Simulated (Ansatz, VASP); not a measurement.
SnTe: VASP beside Ansatz

Contents of INCAR:

```
SYSTEM = SnTe
PREC     = Accurate       ! precision mode
ENCUT    = 520            ! plane-wave cutoff, eV
EDIFF    = 1E-6           ! SCF threshold, eV
ISMEAR   = -1             ! smearing method
SIGMA    = 0.05           ! smearing width, eV
LREAL    = .False.        ! projectors in reciprocal space
LASPH    = .True.         ! aspherical terms in the spheres
NELM     = 60             ! most SCF steps
ALGO     = Normal         ! electronic algorithm
ISIF     = 2              ! what is computed and relaxed
LWAVE    = .False.        ! write WAVECAR
LCHARG   = .False.        ! write CHGCAR
NBANDS   = 17             ! bands
```

Contents of KPOINTS:

```
Automatic mesh
0
Gamma
  7 7 7
  0 0 0
```

POSCAR

```
SnTe
1.0
    0.0000000000      3.5374284581      3.5374284581
    3.5374284581      0.0000000000      3.5374284581
    3.5374284581      3.5374284581      0.0000000000
Te Sn
1 1
Direct
    0.2500000000      0.2500000000      0.2500000000
    0.0000000000      0.0000000000      0.0000000000
```

input.yaml

```yaml
crystal:
  lattice:
    - [0.0, 3.5374284581, 3.5374284581]
    - [3.5374284581, 0.0, 3.5374284581]
    - [3.5374284581, 3.5374284581, 0.0]
  atoms:
    - { symbol: Te, position: [0.25, 0.25, 0.25] }
    - { symbol: Sn, position: [0.0, 0.0, 0.0] }
hamiltonian:
  xc: lda
  pseudopotentials: { kind: paw }
kpoints:
  mp_grid: { grid: [7, 7, 7] }
scf:
  occupations: { method: fermi_dirac, width: 0.05 }
output:
  forces: true
  stress: true
  eigenvalues: true
  write_density: true
  write_potential: true
  elf: true
  volumetric_format: npy
```

Alike in both runs: task single point; functional LDA; k mesh 7 × 7 × 7; occupations fermi-dirac, width 0.05 eV; no spin polarisation.

|  | VASP | Ansatz |
| --- | --- | --- |
| version | VASP 6.6.1 | Ansatz 0.2.0 |
| potentials or method | VASP PAW LDA potentials, release 64 (Te, Sn_d) | Ansatz PAW |
| plane-wave cutoff (eV) | 520 | 420 |
| valence electrons in the cell | 20 | 30 |

```csv
,VASP,Ansatz,Ansatz less VASP
pressure (GPa),-0.8,-0.8,-0.03
```

LDA's correlation is that of Perdew and Zunger in VASP and of Perdew and Wang (1992) in Ansatz. VASP's potentials hold 20 valence electrons a cell and Ansatz's 30, so a difference there can come from the potentials and not from the codes.

Neither program's run includes spin-orbit coupling.
